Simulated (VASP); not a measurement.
# Ti (Fd-3m) in VASP: notebook

Runs on Ti. Level: PBE. Tasks: single point, relaxation of cell and atoms.

All numbers are computed with VASP 6.6.1; they aren't measurements. Logs are shortened: lines on timing, memory, paths and dates and some standing lists are left out, and cuts for length are marked.

**1. The cell of the first run**

Symmetry: Fd-3m, No. 227, cubic system. Conventional cell: a = 14.371 Å, b = 14.371 Å, c = 14.371 Å, α = 90.00°, β = 90.00°, γ = 90.00°. Within 3.3 Å of Ti (site symmetry 3m) lie 4 Ti at 2.52 to 3.13 Å.

The cell was generated, and may not be a known phase.

**2. Single point, PBE**

Input file INCAR:

```
SYSTEM = Ti
  PREC = Accurate
  ENCUT = 520
  EDIFF = 1E-6
  ISMEAR = 0
  SIGMA = 0.1
  LREAL = .False.
  LASPH = .True.
  NELM = 100
  ALGO = Normal
  ISIF = 2
  LWAVE = .False.
  LCHARG = .False.
  GGA = PE
  NBANDS = 58
```

Input file KPOINTS:

```
Automatic mesh
0
Gamma
  2 2 2
  0 0 0
```

Input file POSCAR:

```
Ti
1.0
    0.0000000000      7.1855091626      7.1855091626
    7.1855091626      0.0000000000      7.1855091626
    7.1855091626      7.1855091626      0.0000000000
Ti
8
Direct
    0.8139166125      0.0620277958      0.0620277958
    0.1879722042      0.1879722042      0.1879722042
    0.1879722042      0.1879722042      0.4360833875
    0.1879722042      0.4360833875      0.1879722042
    0.0620277958      0.8139166125      0.0620277958
    0.0620277958      0.0620277958      0.0620277958
    0.0620277958      0.0620277958      0.8139166125
    0.4360833875      0.1879722042      0.1879722042
```

Potentials or basis: VASP PAW PBE potentials, release 64 (Ti_sv).

The run is started by

```bash
$ cat potpaw_PBE.64/Ti_sv/POTCAR > POTCAR
$ mpirun -np 1 vasp_std > vasp.out
```

OUTCAR:

```text
SYSTEM = Ti
   PREC = Accurate
   ENCUT = 520
   EDIFF = 1E-6
   ISMEAR = 0
   LREAL = .False.
   LASPH = .True.
   NELM = 100
   ISIF = 2
   GGA = PE

 ion  position               nearest neighbor table
   1  0.814  0.062  0.062-   5 2.52   6 2.52   7 2.52
   2  0.188  0.188  0.188-   3 2.52   4 2.52   8 2.52
   3  0.188  0.188  0.436-   2 2.52   4 2.52   8 2.52
   4  0.188  0.436  0.188-   2 2.52   3 2.52   8 2.52
   5  0.062  0.814  0.062-   1 2.52   6 2.52   7 2.52
   6  0.062  0.062  0.062-   1 2.52   5 2.52   7 2.52
   7  0.062  0.062  0.814-   1 2.52   5 2.52   6 2.52
   8  0.436  0.188  0.188-   2 2.52   3 2.52   4 2.52

  LATTYP: Found a face centered cubic cell.
 ALAT       =    14.3710183252

  Lattice vectors:

 A1 = (   0.0000000000,   7.1855091626,   7.1855091626)
 A2 = (   7.1855091626,   0.0000000000,   7.1855091626)
 A3 = (   7.1855091626,   7.1855091626,   0.0000000000)

Analysis of symmetry for initial positions (statically):
=====================================================================
 Subroutine PRICEL returns:
 Original cell was already a primitive cell.

 Routine SETGRP: Setting up the symmetry group for a
 face centered cubic supercell.

 Subroutine GETGRP returns: Found 48 space group operations
 (whereof 24 operations were pure point group operations)
 out of a pool of 48 trial point group operations.

The static configuration has the point symmetry T_d .
 The point group associated with its full space group is O_h .

Analysis of symmetry for dynamics (positions and initial velocities):
=====================================================================
 Subroutine PRICEL returns:
 Original cell was already a primitive cell.

 Routine SETGRP: Setting up the symmetry group for a
 face centered cubic supercell.

 Subroutine GETGRP returns: Found 48 space group operations
 (whereof 24 operations were pure point group operations)
 out of a pool of 48 trial point group operations.

The dynamic configuration has the point symmetry T_d .
 The point group associated with its full space group is O_h .

 Subroutine INISYM returns: Found 48 space group operations
 (whereof 24 operations are pure point group operations),
 and found     1 'primitive' translations

----------------------------------------------------------------------------------------

                                     Primitive cell

  volume of cell :     741.9978

  direct lattice vectors                    reciprocal lattice vectors
     0.000000000  7.185509163  7.185509163    -0.069584491  0.069584491  0.069584491
     7.185509163  0.000000000  7.185509163     0.069584491 -0.069584491  0.069584491
     7.185509163  7.185509163  0.000000000     0.069584491  0.069584491 -0.069584491

  length of vectors
    10.161844510 10.161844510 10.161844510     0.120523874  0.120523874  0.120523874

  position of ions in fractional coordinates (direct lattice)
     0.813916613  0.062027796  0.062027796
     0.187972204  0.187972204  0.187972204
     0.187972204  0.187972204  0.436083387
     0.187972204  0.436083387  0.187972204
     0.062027796  0.813916613  0.062027796
     0.062027796  0.062027796  0.062027796
     0.062027796  0.062027796  0.813916613
     0.436083387  0.187972204  0.187972204

  ion indices of the primitive-cell ions
   primitive index   ion index
                 1           1
                 2           2
                 3           3
                 4           4
                 5           5
                 6           6
                 7           7
                 8           8

----------------------------------------------------------------------------------------

 KPOINTS: Automatic mesh

Automatic generation of k-mesh.
 Grid dimensions read from file:
 generate k-points for:    2    2    2

 Generating k-lattice:

  Cartesian coordinates                     Fractional coordinates (reciprocal lattice)
    -0.034792246  0.034792246  0.034792246     0.500000000  0.000000000  0.000000000
     0.034792246 -0.034792246  0.034792246     0.000000000  0.500000000  0.000000000
     0.034792246  0.034792246 -0.034792246     0.000000000  0.000000000  0.500000000

  Length of vectors
     0.060261937  0.060261937  0.060261937

  Shift w.r.t. Gamma in fractional coordinates (k-lattice)
     0.000000000  0.000000000  0.000000000

 Subroutine IBZKPT returns following result:
 ===========================================

 Found      3 irreducible k-points:

 Following reciprocal coordinates:
            Coordinates               Weight
  0.000000  0.000000  0.000000      1.000000
  0.500000  0.000000  0.000000      4.000000
  0.500000  0.500000  0.000000      3.000000
   k-points           NKPTS =      3   k-points in BZ     NKDIM =      3   number of bands    NBANDS=     58
   number of dos      NEDOS =    301   number of ions     NIONS =      8
   total plane-waves  NPLWV = 512000
   dimension x,y,z NGX =    80 NGY =   80 NGZ =   80
   dimension x,y,z NGXF=   160 NGYF=  160 NGZF=  160
   ions per type =               8
   NGX,Y,Z   is equivalent  to a cutoff of  13.09, 13.09, 13.09 a.u.
   NGXF,Y,Z  is equivalent  to a cutoff of  26.18, 26.18, 26.18 a.u.
 SYSTEM =  Ti
   PREC   = accura    normal or accurate (medium, high low for compatibility)
   ISTART =      0    job   : 0-new  1-cont  2-samecut
   ICHARG =      2    charge: 1-file 2-atom 10-const
   ISPIN  =      1    spin polarized calculation?
   LNONCOLLINEAR =      F non collinear calculations
   LSORBIT =      F    spin-orbit coupling
   LASPH  =      T    aspherical Exc in radial PAW
   ENCUT  =  520.0 eV  38.22 Ry    6.18 a.u.  18.89 18.89 18.89*2*pi/ulx,y,z
   NELM   =    100;   NELMIN=  2; NELMDL= -5     # of ELM steps
   EDIFF  = 0.1E-05   stopping-criterion for ELM
   LREAL  =      F    real-space projection
   EDIFFG = 0.1E-04   stopping-criterion for IOM
   NSW    =      0    number of steps for IOM
   IBRION =     -1    ionic relax: 0-MD 1-quasi-New 2-CG
   NFREE  =      0    steps in history (QN), initial steepest desc. (CG)
   ISIF   =      2    stress and relaxation
   ISYM   =      2    0-nonsym 1-usesym 2-fastsym
   POTIM  = 0.5000    time-step for ionic-motion
   TEBEG  =    0.0;   TEEND  =   0.0 temperature during run
   PSTRESS=    0.0 pullay stress
   NELECT =      96.0000    total number of electrons
   NUPDOWN=      -1.0000    fix difference up-down
   EMIN   =  10.00;   EMAX   =-10.00  energy-range for DOS
   EFERMI =   0.00;   METHOD = LEGACY
   ISMEAR =     0;   SIGMA  =   0.10  broadening in eV -4-tet -1-fermi 0-gaus
   EFERMI_NEDOS =   21; number of points for ismear=-14 and -15
   IALGO  =     38    algorithm
   IMIX   =      4    mixing-type and parameters
     AMIX     =   0.40;   BMIX     =  1.00
     AMIX_MAG =   1.60;   BMIX_MAG =  1.00
  volume/ion in A,a.u.               =      92.75       625.91
  Fermi-wavevector in a.u.,A,eV,Ry     =   0.828001  1.564696  9.327966  0.685586
  Thomas-Fermi vector in A             =   1.940302
   LORBIT       =      0    0 simple, 1 ext, 2 COOP (PROOUT), +10 PAW based schemes
   GGA     = PE    functional components
   LHFCALC =     F    Hartree Fock is set to
   AEXX    =    0.0000 exact exchange contribution
   IVDW    =     0    specifies the selected vdW correction
   LEPSILON=     F    determine dielectric tensor
   LRPA    =     F    only Hartree local field effects (RPA)
 non-spin polarized calculation
 Gauss-broadening in eV      SIGMA  =   0.10
  energy-cutoff  :      520.00
  volume of cell :      742.00
 maximum number of plane-waves:     19998
 NGX is ok and might be reduce to    80
   NGX = 37   NGY = 37   NGZ = 37

 number of electron      96.0000010 magnetization

 Free energy of the ion-electron system (eV)
  ---------------------------------------------------
  ext. energy  EPLUGINS =         0.00000000
  ---------------------------------------------------
  free energy    TOTEN  =       -40.34890712 eV

  energy without entropy =      -40.04637696  energy(sigma->0) =      -40.19764204

 E-fermi :  -1.1539     XC(G=0):  -4.1455

 val. band max:       -1.1948119308   @ k =   0.5000   0.0000   0.0000
 cond. band min:      -1.1525704937   @ k =   0.5000   0.5000   0.0000
 fundamental gap:      0.0422414371
 Fermi energy:        -1.1538693955

 k-point     1 :       0.0000    0.0000    0.0000
  band No.  band energies     occupation
      1     -58.0068      2.00000
      2     -57.9990      2.00000
      3     -57.8130      2.00000
      4     -57.8130      2.00000
      5     -57.8130      2.00000
      6     -57.8048      2.00000
[... 50 lines left out ...]
     57      -0.5400      0.00000
     58      -0.5349      0.00000

 k-point     2 :       0.5000    0.0000    0.0000
  band No.  band energies     occupation
      1     -58.0049      2.00000
      2     -58.0010      2.00000
      3     -57.8130      2.00000
      4     -57.8130      2.00000
      5     -57.8109      2.00000
      6     -57.8068      2.00000
[... 50 lines left out ...]
     57      -0.5925      0.00000
     58      -0.3871      0.00000

 k-point     3 :       0.5000    0.5000    0.0000
  band No.  band energies     occupation
      1     -58.0030      2.00000
      2     -58.0030      2.00000
      3     -57.8130      2.00000
      4     -57.8130      2.00000
      5     -57.8088      2.00000
      6     -57.8088      2.00000
[... 50 lines left out ...]
     57      -0.4209      0.00000
     58      -0.4208      0.00000

------------------------ aborting loop because EDIFF is reached ----------------------------------------

  FORCE on cell =-STRESS in cart. coord.  units (eV):
  Direction    XX          YY          ZZ          XY          YZ          ZX
  --------------------------------------------------------------------------------------
  -------------------------------------------------------------------------------------
  Total       -0.0790443     -0.0790443     -0.0790443      0.0000000      0.0000000      0.0000000
  in kB       -0.1706784     -0.1706784     -0.1706784      0.0000000      0.0000000      0.0000000
  external PRESSURE =      -0.1706784 kB  Pullay stress =       0.0000000 kB

 VOLUME and BASIS-vectors are now :
 -----------------------------------------------------------------------------
  energy-cutoff  :      520.00
  volume of cell :      742.00
      direct lattice vectors                 reciprocal lattice vectors
     0.000000000  7.185509163  7.185509163    -0.069584491  0.069584491  0.069584491
     7.185509163  0.000000000  7.185509163     0.069584491 -0.069584491  0.069584491
     7.185509163  7.185509163  0.000000000     0.069584491  0.069584491 -0.069584491

 POSITION                                       TOTAL-FORCE (eV/Angst)
 -----------------------------------------------------------------------------------
      0.89140      6.29411      6.29411         0.000281     -0.000281     -0.000281
      2.70135      2.70135      2.70135        -0.000281     -0.000281     -0.000281
      4.48416      4.48416      2.70135         0.000281      0.000281     -0.000281
      4.48416      2.70135      4.48416         0.000281     -0.000281      0.000281
      6.29411      0.89140      6.29411        -0.000281      0.000281     -0.000281
      0.89140      0.89140      0.89140         0.000281      0.000281      0.000281
      6.29411      6.29411      0.89140        -0.000281     -0.000281      0.000281
      2.70135      4.48416      4.48416        -0.000281      0.000281      0.000281
 -----------------------------------------------------------------------------------
    total drift:                               -0.000004     -0.000004     -0.000004

  FREE ENERGIE OF THE ION-ELECTRON SYSTEM (eV)
  ---------------------------------------------------
  free  energy   TOTEN  =       -40.3489071233 eV

  energy  without entropy=      -40.0463769624  energy(sigma->0) =      -40.19764204
```

It took 4 min on 1 thread of AMD EPYC 9R45 (Zen 5), shared host; peak memory 0.88 GiB.

Results:

- Free energy: -40.3489 eV
- Pressure: 0.0 GPa
- Band gap on the k mesh: zero (bands 48 and 49 overlap by 0.04 eV)

Caveat: the k points lie up to 0.38 Å⁻¹ apart.

[end of part 1 of 2]

The gap in the log of VASP goes by the Fermi energy; the results here count the filled bands.